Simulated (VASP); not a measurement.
# Co (Fm-3m) in VASP: notebook, part 4 of 4

VASP 6.6.1. The steps go on from the part before.

## 5. Single point, BLYP, collinear spin, ferromagnetic start (volume scaled by 1.04)

INCAR reads:

```
SYSTEM = Co
AGGAC    = 1.0          
AGGAX    = 1.0          
ALDAC    = 0.0          
ALDAX    = 1.0          
ALGO     = Normal         ! electronic algorithm
EDIFF    = 1E-6           ! SCF threshold, eV
ENCUT    = 520            ! plane-wave cutoff, eV
GGA      = B5             ! functional
ISIF     = 2              ! what is computed and relaxed
ISMEAR   = -1             ! smearing method
ISPIN    = 2              ! spin polarisation
LASPH    = .TRUE.         ! aspherical terms in the spheres
LCHARG   = .FALSE.        ! write CHGCAR
LMAXMIX  = 4              ! l up to which the mixer works
LORBIT   = 11             ! projections on sites
LREAL    = .FALSE.        ! projectors in reciprocal space
LWAVE    = .FALSE.        ! write WAVECAR
MAGMOM   = 1.714          ! initial moments
NBANDS   = 14             ! bands
NELM     = 150            ! most SCF steps
PREC     = Accurate       ! precision mode
SIGMA    = 0.05           ! smearing width, eV
```

KPOINTS reads:

```
k-points
0
G
  17 17 17
  0 0 0
```

POSCAR reads:

```
Co
1.0
    0.0000000000      1.8102883456      1.8102883456
    1.8102883456      0.0000000000      1.8102883456
    1.8102883456      1.8102883456      0.0000000000
Co
1
Direct
    0.0000000000      0.0000000000      0.0000000000
```

Potentials or basis: VASP PAW PBE potentials, release 64 (Co).

Command:

```
$ cat potpaw_PBE.64/Co/POTCAR > POTCAR
$ mpirun -np 1 vasp_std > vasp.out
```

OUTCAR:

```text
SYSTEM = Co
   EDIFF = 1E-6
   ENCUT = 520
   GGA = B5
   ISIF = 2
   ISMEAR = -1
   ISPIN = 2
   LASPH = .TRUE.
   LORBIT = 11
   LREAL = .FALSE.
   NELM = 150
   PREC = Accurate

 ion  position               nearest neighbor table
   1  0.000  0.000  0.000-

  LATTYP: Found a face centered cubic cell.
 ALAT       =     3.6205766912

  Lattice vectors:

[... 1016 lines left out ...]
     14      42.6696      0.00000

 [... further k-points ...]
[... 5 lines left out ...]
  --------------------------------------------------------------------------------------
  -------------------------------------------------------------------------------------
  Total       -0.5008396     -0.5008396     -0.5008396      0.0000000     -0.0000000      0.0000000
  in kB      -67.6294660    -67.6294660    -67.6294660      0.0000000     -0.0000000      0.0000000
  external PRESSURE =     -67.6294660 kB  Pullay stress =       0.0000000 kB

 VOLUME and BASIS-vectors are now :
 -----------------------------------------------------------------------------
  energy-cutoff  :      520.00
  volume of cell :       11.87
      direct lattice vectors                 reciprocal lattice vectors
     0.000000000  1.810288346  1.810288346    -0.276199093  0.276199093  0.276199093
     1.810288346  0.000000000  1.810288346     0.276199093 -0.276199093  0.276199093
     1.810288346  1.810288346  0.000000000     0.276199093  0.276199093 -0.276199093

 POSITION                                       TOTAL-FORCE (eV/Angst)
 -----------------------------------------------------------------------------------
      0.00000      0.00000      0.00000         0.000000      0.000000      0.000000
 -----------------------------------------------------------------------------------
    total drift:                                0.000000      0.000000      0.000000

  FREE ENERGIE OF THE ION-ELECTRON SYSTEM (eV)
  ---------------------------------------------------
  free  energy   TOTEN  =        -6.0431597730 eV

  energy  without entropy=       -6.0331014573  energy(sigma->0) =       -6.03813062

 total charge

# of ion       s       p       d       tot
------------------------------------------
    1        0.452   0.435   7.257   8.145

 magnetization (x)

# of ion       s       p       d       tot
------------------------------------------
    1       -0.011  -0.043   1.750   1.696
```

OSZICAR:

```text
N       E                     dE             d eps       ncg     rms          rms(c)
DAV:   1     0.287686794830E+02    0.28769E+02   -0.37784E+03  9542   0.749E+02
DAV:   2    -0.572043703137E+01   -0.34489E+02   -0.32108E+02 10008   0.144E+02
DAV:   3    -0.693846713267E+01   -0.12180E+01   -0.12055E+01 11616   0.287E+01
DAV:   4    -0.694762555425E+01   -0.91584E-02   -0.91545E-02 11386   0.230E+00
DAV:   5    -0.694779244316E+01   -0.16689E-03   -0.16688E-03 12194   0.284E-01    0.906E+00
DAV:   6    -0.630336479245E+01    0.64443E+00   -0.12771E+01 12898   0.387E+01    0.516E+00
DAV:   7    -0.605513112040E+01    0.24823E+00   -0.18217E+00 11620   0.136E+01    0.233E+00
DAV:   8    -0.604916030775E+01    0.59708E-02   -0.13386E-02 11736   0.746E-01    0.109E+00
DAV:   9    -0.604343329447E+01    0.57270E-02   -0.65772E-03 13944   0.546E-01    0.327E-01
DAV:  10    -0.604303707971E+01    0.39621E-03   -0.27640E-03 13538   0.320E-01    0.175E-01
DAV:  11    -0.604314921707E+01   -0.11214E-03   -0.13798E-04 12420   0.753E-02    0.627E-02
DAV:  12    -0.604315740852E+01   -0.81915E-05   -0.14420E-05 12730   0.268E-02    0.187E-02
DAV:  13    -0.604315981404E+01   -0.24055E-05   -0.24390E-06  9030   0.115E-02    0.318E-03
DAV:  14    -0.604315977299E+01    0.41047E-07   -0.41988E-08  6576   0.177E-03
   1 F= -.60431598E+01 E0= -.60381306E+01  d E =-.100583E-01  mag=     1.6685
```

stdout:

```text
POSCAR found type information on POSCAR Co
 POSCAR found :  1 types and       1 ions
 scaLAPACK will be used
 -----------------------------------------------------------------------------
|                                                                             |
|                                                                             |
|     You enforced a specific xc type in the INCAR file but a different       |
|     I HOPE YOU KNOW WHAT YOU ARE DOING!                                     |
|                                                                             |
 -----------------------------------------------------------------------------

 LDA part: xc-table for (Slater(with rela. corr.)+VWN5), standard interpolation
 POSCAR, INCAR and KPOINTS ok, starting setup
 FFT: planning ... GRIDC
 FFT: planning ... GRID_SOFT
 FFT: planning ... GRID
 WAVECAR not read
 entering main loop
```

It took 92 s on 1 thread of Intel Xeon 8259CL, shared host; peak memory 0.16 GiB.

Results:

```
Free energy                                           : -6.0432 eV
Pressure                                              : -6.8 GPa
Net moment                                            : 1.67 μB per cell
Site moments                                          : Co +1.70 μB
Valence electrons inside the program's atomic spheres : Co 8.14
```

Caveat: the PAW data sets were made with another functional, which shifts forces and pressure a little.

## 6. Single point, BLYP, collinear spin, ferromagnetic start (volume scaled by 1.08)

INCAR reads:

```
SYSTEM = Co
PREC = Accurate
ENCUT = 520
EDIFF = 1E-6
ISMEAR = -1
SIGMA = 0.05
LREAL = .FALSE.
LASPH = .TRUE.
NELM = 150
ALGO = Normal
ISIF = 2
LWAVE = .FALSE.
LCHARG = .FALSE.
ISPIN = 2
MAGMOM = 1.714
LORBIT = 11
LMAXMIX = 4
GGA = B5
ALDAX = 1.0
AGGAX = 1.0
AGGAC = 1.0
ALDAC = 0.0
NBANDS = 14
```

KPOINTS reads:

```
regular mesh
0
G
  17 17 17
  0 0 0
```

POSCAR reads:

```
Co
1.0
    0.0000000000      1.8332058208      1.8332058208
    1.8332058208      0.0000000000      1.8332058208
    1.8332058208      1.8332058208      0.0000000000
Co
1
Direct
    0.0000000000      0.0000000000      0.0000000000
```

Potentials or basis: VASP PAW PBE potentials, release 64 (Co).

Command:

```
$ cat potpaw_PBE.64/Co/POTCAR > POTCAR
$ mpirun -np 1 vasp_std > vasp.out
```

Wall time 90 s (1 thread of Intel Xeon 8259CL, shared host); peak memory 0.16 GiB.

It converged, with:

```yaml
Free_energy: -6.0161 eV
Pressure: -12.0 GPa
Net_moment: 1.68 μB per cell
Site_moments: Co +1.71 μB
Valence_electrons_inside_the_program's_atomic_spheres: Co 8.09
```

Levels at points of the mesh, in eV from the Fermi level:
Spin up:
```tsv
k point	band 3	band 4	band 5	band 6	band 7	band 8
(0.00, 0.00, 0.00)	-2.54	-2.54	-1.72	-1.72	22.24	25.40
```
Spin down:
```tsv
k point	band 1	band 2	band 3	band 4	band 5	band 6	band 7	band 8	band 9
(0.00, 0.00, 0.00)	-8.12	-0.99	-0.99	-0.99	0.27	0.27	21.94	25.63	25.63
```

Caveat: the PAW data sets were made with another functional, which shifts forces and pressure a little.

## 7. Overview

| cell | gap on the mesh (eV) | pressure (GPa) | moment (μB) |
| --- | --- | --- | --- |
| a = 2.458 Å, angles 60.0°, 1 atom | none | 18.4 | 1.59 |
| a = 2.493 Å, angles 60.0°, 1 atom | none | 8.3 | 1.64 |
| a = 2.527 Å, angles 60.0°, 1 atom | none | -0.1 | 1.66 |
| a = 2.560 Å, angles 60.0°, 1 atom | none | -6.8 | 1.67 |
| a = 2.593 Å, angles 60.0°, 1 atom | none | -12.0 | 1.68 |

Alike in all rows: task single point; level BLYP; potentials or basis VASP PAW PBE potentials, release 64 (Co); spin collinear, ferromagnetic start; k mesh 17 × 17 × 17; cutoff (eV) 520; smearing fermi-dirac 0.05 eV.

Caveats: the PAW data sets were made with another functional, which shifts forces and pressure a little.

Total energies depend on the potentials used, so only differences within one code and one set of settings carry meaning.
